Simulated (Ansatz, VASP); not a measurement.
Two plane-wave programs on P3Pt2

Contents of INCAR:

```
PREC = Accurate ; ENCUT = 520
EDIFF = 1E-6 ; ISMEAR = 1
SIGMA = 0.2623 ; LREAL = F
LASPH = T ; NELM = 150
ALGO = Normal ; ISIF = 2
LWAVE = F ; LCHARG = T
LMAXMIX = 4 ; LDAU = T
LDAUTYPE = 2 ; LDAUL = 2 -1
LDAUU = 8 0 ; LDAUJ = 0 0
LDAUPRINT = 1 ; GGA = PE
LELF = T ; LVHAR = T
NBANDS = 46
```

Contents of KPOINTS:

```
regular mesh
0
Gamma
  4 4 4
```

File POSCAR:

```
P3Pt2
1.0
   -3.9976510000      0.0000000000      3.7360060000
    3.9976510000      0.0000000000      3.7360060000
    0.0000000000      6.0659300000      3.7360060000
Pt P
4 6
Direct
    0.7180000000      0.2820000000      0.0000000000
    0.2820000000      0.7180000000      0.0000000000
    0.7500000000      0.2500000000      0.5000000000
    0.2500000000      0.7500000000      0.5000000000
    0.1333000000      0.1333000000      0.1470000000
    0.2803000000      0.2803000000      0.8530000000
    0.8667000000      0.8667000000      0.8530000000
    0.7197000000      0.7197000000      0.1470000000
    0.8519000000      0.8519000000      0.2962000000
    0.1481000000      0.1481000000      0.7038000000
```

Input for Ansatz:

```yaml
crystal:
  lattice:
    - [-3.997651, 0.0, 3.736006]
    - [3.997651, 0.0, 3.736006]
    - [0.0, 6.06593, 3.736006]
  atoms:
    - { symbol: Pt, position: [0.718, 0.282, 0.0] }
    - { symbol: Pt, position: [0.282, 0.718, 0.0] }
    - { symbol: Pt, position: [0.75, 0.25, 0.5] }
    - { symbol: Pt, position: [0.25, 0.75, 0.5] }
    - { symbol: P, position: [0.1333, 0.1333, 0.147] }
    - { symbol: P, position: [0.2803, 0.2803, 0.853] }
    - { symbol: P, position: [0.8667, 0.8667, 0.853] }
    - { symbol: P, position: [0.7197, 0.7197, 0.147] }
    - { symbol: P, position: [0.8519, 0.8519, 0.2962] }
    - { symbol: P, position: [0.1481, 0.1481, 0.7038] }
  symmetry: { tolerance: 0.0003 }
kpoints:
  mp_grid: { grid: [4, 4, 4], shift: [0, 0, 0] }
magnetization:
  spin_polarized: false
scf:
  occupations: { method: methfessel_paxton, width: 0.2623 }
  eigensolver: { kind: davidson }
hamiltonian:
  pseudopotentials: { kind: paw }
  xc: pbe
  hubbard: { sites: [{ species: Pt, l: d, u_eff: 8.0 }], double_counting: fll }
basis:
  ecutwfc: 420
output:
  forces: true
  stress: true
  eigenvalues: true
accuracy: medium
```

Alike in both runs: task single point; functional PBE; k mesh 4 × 4 × 4; occupations methfessel-paxton of order 1, width 0.2623 eV; no spin polarisation; Hubbard terms Pt d U = 8.0 eV.

```csv
,VASP,Ansatz
version,VASP 6.6.1,Ansatz 0.2.0
potentials or method,"VASP PAW PBE potentials, release 64 (Pt, P), cutoff 520 eV",PAW plane waves
valence electrons in the cell,70,102
```

```csv
,VASP,Ansatz,Ansatz less VASP
gap on the k mesh at the Fermi level (eV),none,none,-
pressure (GPa),26.5,31.6,+5.04
"traceless stress, the component that is largest in VASP (GPa)",-38.48,-35.90,+2.587
rms of the force components (eV/Å),5.628,5.647,+0.0191
```

The programs project onto different local orbitals, so the same U acts differently, and such runs can settle in different states. Atom by atom the forces differ by 0.139 eV/Å (rms over components). A gap of «none» marks a metal or a gap that the smearing closes. VASP's potentials hold 70 valence electrons a cell and Ansatz's 102, so a difference there can come from the potentials and not from the codes. Ansatz's warnings: filled band counts differ across k points.

Spin-orbit coupling is off throughout.
